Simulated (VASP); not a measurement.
Set up this calculation in VASP 6.6.1, as the native input.

```
Task                               : single point
Functional                         : HSE06
Potentials or basis                : VASP PAW PBE potentials, release 64 (Na_pv, I)
Cutoff                             : 520 eV
k mesh                             : 4 × 4 × 4
Occupations                        : gaussian, width 0.01 eV
Spin                               : no spin polarisation
Dipole correction                  : no
Grid for exact exchange (PRECFOCK) : Normal
Further INCAR settings             : ALGO = Normal; EDIFF = 1e-06; NBANDS = 14
Screening parameter                : 0.2079 1/Å
```

NaI:

```
CELL_PARAMETERS angstrom
0.00000 3.22963 3.22963
3.22963 0.00000 3.22963
3.22963 3.22963 0.00000
ATOMIC_POSITIONS crystal
Na 0.00000 0.00000 0.00000
I 0.50000 0.50000 0.50000
```

These files were run (other wordings do the same):

POSCAR

```
NaI
1.0
    0.0000000000      3.2296282834      3.2296282834
    3.2296282834      0.0000000000      3.2296282834
    3.2296282834      3.2296282834      0.0000000000
Na I
1 1
Direct
    0.0000000000      0.0000000000      0.0000000000
    0.5000000000      0.5000000000      0.5000000000
```

INCAR.step1

```
SYSTEM = NaI
ALGO = Normal
EDIFF = 1E-5
ENCUT = 520
GGA = PE
ISIF = 2
ISMEAR = 0
LASPH = .True.
LREAL = .False.
LWAVE = .True.
NBANDS = 14
NELM = 60
PREC = Accurate
SIGMA = 0.01
```

INCAR.step2

```
SYSTEM = NaI
ALGO = Normal
EDIFF = 1E-6
ENCUT = 520
GGA = PE
HFSCREEN = 0.2079
ISIF = 2
ISMEAR = 0
ISTART = 1
LASPH = .True.
LCHARG = .True.
LELF = .True.
LHFCALC = .True.
LREAL = .False.
LVHAR = .True.
LWAVE = .False.
NBANDS = 14
NELM = 60
PREC = Accurate
PRECFOCK = Normal
SIGMA = 0.01
```

KPOINTS

```
k-points
0
Gamma
  4 4 4
  0 0 0
```

Potentials or basis: VASP PAW PBE potentials, release 64 (Na_pv, I).

Launch:

```sh
$ cat potpaw_PBE.64/Na_pv/POTCAR potpaw_PBE.64/I/POTCAR > POTCAR
$ cp INCAR.step1 INCAR
$ mpirun -np 1 vasp_std > vasp.out
$ cp INCAR.step2 INCAR
$ mpirun -np 1 vasp_std > vasp.out
```

It gave:

```
Pressure               : 0.3 GPa
Band gap on the k mesh : 4.67 eV, direct
```

Caveat: the k points lie up to 0.42 Å⁻¹ apart; the PAW data sets were made with another functional, which shifts forces and pressure a little; spin-orbit coupling is left out, which moves the levels of the heavy elements.

Wall time 13 min on 1 thread of Intel Xeon 8259CL, with other jobs on the host, peak memory 0.32 GiB.
